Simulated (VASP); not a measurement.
Na, 2 atoms in the cell. Symmetry: P6_3/mmc, No. 194, hexagonal system. The conventional cell has a = 2.630 Å, b = 2.630 Å, c = 4.238 Å, α = 90.00°, β = 90.00°, γ = 120.00°. Within 3.4 Å of Na (site symmetry -6m2) lie 12 Na at 2.61 to 2.63 Å. This isn't the form of Na at room conditions, which is bcc.

```yaml
Program: VASP 6.6.1
Task: single point
Functional: PBEsol
Potentials_or_basis: VASP PAW PBE potentials, release 64 (Na_pv)
Cutoff: 520 eV
k_mesh: 12 × 12 × 7
Occupations: gaussian, width 0.05 eV
Spin: no spin polarisation
Dipole_correction: no
Further_INCAR_settings: ALGO = Normal; EDIFF = 1e-06; NBANDS = 14
```

Potentials or basis: VASP PAW PBE potentials, release 64 (Na_pv).

Command:

```sh
$ cat potpaw_PBE.64/Na_pv/POTCAR > POTCAR
$ mpirun -np 1 vasp_std > vasp.out
```

Hardware: 1 thread of Intel(R) Xeon(R) 6975P-C (Granite Rapids), with other jobs on the host.

Estimate the wall time of this run.

Run time: 7.5 s on 1 thread of Intel(R) Xeon(R) 6975P-C (Granite Rapids), with other jobs on the host, peak memory 0.14 GiB. Counts: scf iterations 10, k points 76.
